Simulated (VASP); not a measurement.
# Ag (Fm-3m) in VASP: single point with r2SCAN

Aim: the single point of Ag with r2SCAN.

Program: VASP 6.6.1. These are calculated values, not measurements. Logs are shortened: lines on timing, memory, paths and dates and some standing lists are left out, and cuts for length are marked.

## Step 1: The cell of the first run

The structure is cubic, space group Fm-3m (No. 225). The conventional cell has a = 4.105 Å, b = 4.105 Å, c = 4.105 Å, α = 90.00°, β = 90.00°, γ = 90.00°. Ag (site symmetry m-3m) has 12 Ag at 2.90 Å within 3.8 Å.

## Step 2: Single point, r2SCAN

POSCAR reads:

```
Ag
1.0
    0.0000000000      2.0524998142      2.0524998142
    2.0524998142      0.0000000000      2.0524998142
    2.0524998142      2.0524998142      0.0000000000
Ag
1
Direct
    0.0000000000      0.0000000000      0.0000000000
```

INCAR.step1 reads:

```
PREC = Accurate
ENCUT = 520
ISMEAR = -1
SIGMA = 0.05
LREAL = False
LASPH = True
NELM = 60
NBANDS = 12
GGA = PE
ALGO = Normal
EDIFF = 1E-4
LWAVE = True
LCHARG = False
```

INCAR.step2 reads:

```
PREC = Accurate
ENCUT = 520
EDIFF = 1E-7
ISMEAR = -1
SIGMA = 0.05
LREAL = False
LASPH = True
NELM = 60
ALGO = Normal
ISIF = 2
LWAVE = False
LCHARG = False
METAGGA = R2SCAN
LMIXTAU = True
NBANDS = 12
ISTART = 1
```

KPOINTS reads:

```
Automatic mesh
0
Gamma
  16 16 16
```

Potentials or basis: VASP PAW PBE potentials, release 64 (Ag).

The run is started by

```bash
$ cat potpaw_PBE.64/Ag/POTCAR > POTCAR
$ cp INCAR.step1 INCAR
$ mpirun -np 1 vasp_std > vasp.out
$ cp INCAR.step2 INCAR
$ mpirun -np 1 vasp_std > vasp.out
```

OUTCAR:

```text
PREC = Accurate
   ENCUT = 520
   EDIFF = 1E-7
   ISMEAR = -1
   LREAL = False
   LASPH = True
   NELM = 60
   ISIF = 2
   METAGGA = R2SCAN
   ISTART = 1

 ion  position               nearest neighbor table
   1  0.000  0.000  0.000-

  LATTYP: Found a face centered cubic cell.
 ALAT       =     4.1049996284

  Lattice vectors:

 A1 = (   0.0000000000,   2.0524998142,   2.0524998142)
 A2 = (   2.0524998142,   0.0000000000,   2.0524998142)
 A3 = (   2.0524998142,   2.0524998142,   0.0000000000)

Analysis of symmetry for initial positions (statically):
=====================================================================
 Subroutine PRICEL returns:
 Original cell was already a primitive cell.

 Routine SETGRP: Setting up the symmetry group for a
 face centered cubic supercell.

 Subroutine GETGRP returns: Found 48 space group operations
 (whereof 48 operations were pure point group operations)
 out of a pool of 48 trial point group operations.

The static configuration has the point symmetry O_h .

Analysis of symmetry for dynamics (positions and initial velocities):
=====================================================================
 Subroutine PRICEL returns:
 Original cell was already a primitive cell.

 Routine SETGRP: Setting up the symmetry group for a
 face centered cubic supercell.

 Subroutine GETGRP returns: Found 48 space group operations
 (whereof 48 operations were pure point group operations)
 out of a pool of 48 trial point group operations.

The dynamic configuration has the point symmetry O_h .

 Subroutine INISYM returns: Found 48 space group operations
 (whereof 48 operations are pure point group operations),
 and found     1 'primitive' translations

----------------------------------------------------------------------------------------

                                     Primitive cell

  volume of cell :      17.2934

  direct lattice vectors                    reciprocal lattice vectors
     0.000000000  2.052499814  2.052499814    -0.243605381  0.243605381  0.243605381
     2.052499814  0.000000000  2.052499814     0.243605381 -0.243605381  0.243605381
     2.052499814  2.052499814  0.000000000     0.243605381  0.243605381 -0.243605381

  length of vectors
     2.902673074  2.902673074  2.902673074     0.421936898  0.421936898  0.421936898

  position of ions in fractional coordinates (direct lattice)
     0.000000000  0.000000000  0.000000000

  ion indices of the primitive-cell ions
   primitive index   ion index
                 1           1

----------------------------------------------------------------------------------------

 KPOINTS: Automatic mesh

Automatic generation of k-mesh.
 Grid dimensions read from file:
 generate k-points for:   16   16   16

 Generating k-lattice:

  Cartesian coordinates                     Fractional coordinates (reciprocal lattice)
    -0.015225336  0.015225336  0.015225336     0.062500000  0.000000000  0.000000000
     0.015225336 -0.015225336  0.015225336     0.000000000  0.062500000  0.000000000
     0.015225336  0.015225336 -0.015225336     0.000000000  0.000000000  0.062500000

  Length of vectors
     0.026371056  0.026371056  0.026371056

  Shift w.r.t. Gamma in fractional coordinates (k-lattice)
     0.000000000  0.000000000  0.000000000

 Subroutine IBZKPT returns following result:
 ===========================================

 Found    145 irreducible k-points:

 Following reciprocal coordinates:
            Coordinates               Weight
  0.000000  0.000000  0.000000      1.000000
  0.062500  0.000000  0.000000      8.000000
  0.125000  0.000000  0.000000      8.000000
  0.187500  0.000000  0.000000      8.000000
  0.250000  0.000000  0.000000      8.000000
  0.312500  0.000000  0.000000      8.000000
[... 16 lines left out ...]
 -0.125000  0.062500  0.000000     24.000000
 -0.062500  0.062500  0.000000     12.000000
 [... further k-points ...]
   k-points           NKPTS =    145   k-points in BZ     NKDIM =    145   number of bands    NBANDS=     12
   number of dos      NEDOS =    301   number of ions     NIONS =      1
   total plane-waves  NPLWV =  13824
   dimension x,y,z NGX =    24 NGY =   24 NGZ =   24
   dimension x,y,z NGXF=    48 NGYF=   48 NGZF=   48
   ions per type =               1
   NGX,Y,Z   is equivalent  to a cutoff of  13.75, 13.75, 13.75 a.u.
   NGXF,Y,Z  is equivalent  to a cutoff of  27.49, 27.49, 27.49 a.u.
 SYSTEM =  unknown system
   PREC   = accura    normal or accurate (medium, high low for compatibility)
   ISTART =      1    job   : 0-new  1-cont  2-samecut
   ICHARG =      0    charge: 1-file 2-atom 10-const
   ISPIN  =      1    spin polarized calculation?
   LNONCOLLINEAR =      F non collinear calculations
   LSORBIT =      F    spin-orbit coupling
   LASPH  =      T    aspherical Exc in radial PAW
   ENCUT  =  520.0 eV  38.22 Ry    6.18 a.u.   5.40  5.40  5.40*2*pi/ulx,y,z
   NELM   =     60;   NELMIN=  2; NELMDL=  0     # of ELM steps
   EDIFF  = 0.1E-06   stopping-criterion for ELM
   LREAL  =      F    real-space projection
   EDIFFG = 0.1E-05   stopping-criterion for IOM
   NSW    =      0    number of steps for IOM
   IBRION =     -1    ionic relax: 0-MD 1-quasi-New 2-CG
   NFREE  =      0    steps in history (QN), initial steepest desc. (CG)
   ISIF   =      2    stress and relaxation
   ISYM   =      2    0-nonsym 1-usesym 2-fastsym
   POTIM  = 0.5000    time-step for ionic-motion
   TEBEG  =    0.0;   TEEND  =   0.0 temperature during run
   PSTRESS=    0.0 pullay stress
   NELECT =      11.0000    total number of electrons
   NUPDOWN=      -1.0000    fix difference up-down
   EMIN   =  10.00;   EMAX   =-10.00  energy-range for DOS
   EFERMI =   0.00;   METHOD = LEGACY
   ISMEAR =    -1;   SIGMA  =   0.05  broadening in eV -4-tet -1-fermi 0-gaus
   EFERMI_NEDOS =   21; number of points for ismear=-14 and -15
   IALGO  =     38    algorithm
   IMIX   =      4    mixing-type and parameters
     AMIX     =   0.40;   BMIX     =  1.00
     AMIX_MAG =   1.60;   BMIX_MAG =  1.00
  volume/ion in A,a.u.               =      17.29       116.70
  Fermi-wavevector in a.u.,A,eV,Ry     =   1.407924  2.660591 26.970155  1.982250
  Thomas-Fermi vector in A             =   2.530134
   LORBIT       =      0    0 simple, 1 ext, 2 COOP (PROOUT), +10 PAW based schemes
   METAGGA = R2SCAN    functional components
   LHFCALC =     F    Hartree Fock is set to
   AEXX    =    0.0000 exact exchange contribution
   IVDW    =     0    specifies the selected vdW correction
   LEPSILON=     F    determine dielectric tensor
   LRPA    =     F    only Hartree local field effects (RPA)
 non-spin polarized calculation
  energy-cutoff  :      520.00
  volume of cell :       17.29
 maximum number of plane-waves:       483
 NGX is ok and might be reduce to    24
   NGX = 11   NGY = 11   NGZ = 11

 number of electron      10.9999999 magnetization

 Free energy of the ion-electron system (eV)
  ---------------------------------------------------
  ext. energy  EPLUGINS =         0.00000000
  ---------------------------------------------------
  free energy    TOTEN  =       -21.36006386 eV

  energy without entropy =      -21.35782907  energy(sigma->0) =      -21.35894647

 E-fermi :   8.1931     XC(G=0): -12.8706

 val. band max:        8.1916255573   @ k =   0.5000   0.1875   0.0625
 cond. band min:       8.2984354004   @ k =   0.4375   0.3750   0.0000
 fundamental gap:      0.1068098431
 Fermi energy:         8.1931264797

 k-point     1 :       0.0000    0.0000    0.0000
  band No.  band energies     occupation
      1       0.3852      2.00000
      2       3.1507      2.00000
      3       3.1507      2.00000
      4       3.1507      2.00000
      5       4.1697      2.00000
      6       4.1697      2.00000
      7      24.8571      0.00000
      8      28.4963      0.00000
      9      28.4963      0.00000
     10      28.4963      0.00000
     11      33.4171      0.00000
     12      34.3796      0.00000

 k-point     2 :       0.0625    0.0000    0.0000
  band No.  band energies     occupation
      1       0.5100      2.00000
      2       3.1232      2.00000
      3       3.1845      2.00000
      4       3.1845      2.00000
      5       4.1569      2.00000
      6       4.1569      2.00000
      7      24.8643      0.00000
      8      27.4286      0.00000
      9      28.5357      0.00000
     10      28.5357      0.00000
     11      33.3923      0.00000
     12      34.2598      0.00000

 k-point     3 :       0.1250    0.0000    0.0000
  band No.  band energies     occupation
      1       0.8641      2.00000
      2       3.0684      2.00000
      3       3.2686      2.00000
      4       3.2686      2.00000
      5       4.1365      2.00000
      6       4.1365      2.00000
      7      24.2726      0.00000
      8      25.9888      0.00000
      9      28.6184      0.00000
     10      28.6184      0.00000
     11      32.4090      0.00000
     12      33.8065      0.00000
[... 286 lines left out ...]
 k-point    23 :      -0.1250    0.0625    0.0000
  band No.  band energies     occupation
      1       1.1240      2.00000
      2       2.9940      2.00000
      3       3.3286      2.00000
      4       3.3581      2.00000
      5       4.0272      2.00000
      6       4.2476      2.00000
      7      23.7685      0.00000
      8      25.2894      0.00000
      9      27.7139      0.00000
     10      29.6883      0.00000
     11      31.2283      0.00000
     12      33.7450      0.00000

 k-point    24 :      -0.0625    0.0625    0.0000
  band No.  band energies     occupation
      1       0.7125      2.00000
      2       3.0658      2.00000
      3       3.2308      2.00000
      4       3.2605      2.00000
      5       4.0913      2.00000
      6       4.1908      2.00000
      7      24.8085      0.00000
      8      26.4180      0.00000
      9      27.8436      0.00000
     10      29.0971      0.00000
     11      32.5244      0.00000
     12      34.3247      0.00000

 [... further k-points ...]

------------------------ aborting loop because EDIFF is reached ----------------------------------------

  FORCE on cell =-STRESS in cart. coord.  units (eV):
  Direction    XX          YY          ZZ          XY          YZ          ZX
  --------------------------------------------------------------------------------------
  -------------------------------------------------------------------------------------
  Total        0.0104640      0.0104640      0.0104640      0.0000000      0.0000000     -0.0000000
  in kB        0.9694599      0.9694599      0.9694599      0.0000000      0.0000000     -0.0000000
  external PRESSURE =       0.9694599 kB  Pullay stress =       0.0000000 kB

 VOLUME and BASIS-vectors are now :
 -----------------------------------------------------------------------------
  energy-cutoff  :      520.00
  volume of cell :       17.29
      direct lattice vectors                 reciprocal lattice vectors
     0.000000000  2.052499814  2.052499814    -0.243605381  0.243605381  0.243605381
     2.052499814  0.000000000  2.052499814     0.243605381 -0.243605381  0.243605381
     2.052499814  2.052499814  0.000000000     0.243605381  0.243605381 -0.243605381

 POSITION                                       TOTAL-FORCE (eV/Angst)
 -----------------------------------------------------------------------------------
      0.00000      0.00000      0.00000         0.000000      0.000000     -0.000000
 -----------------------------------------------------------------------------------
    total drift:                               -0.000000      0.000000     -0.000000

  FREE ENERGIE OF THE ION-ELECTRON SYSTEM (eV)
  ---------------------------------------------------
  free  energy   TOTEN  =       -21.3600638641 eV

  energy  without entropy=      -21.3578290709  energy(sigma->0) =      -21.35894647
```

Wall time 83 s (1 thread of Intel Xeon 6975P-C, shared host); peak memory 0.16 GiB.

What came out:

| Item | Value |
| --- | --- |
| Free energy | -21.3601 eV |
| Pressure | 0.1 GPa |

Caveat: the PAW data sets were made with another functional, which shifts forces and pressure a little.
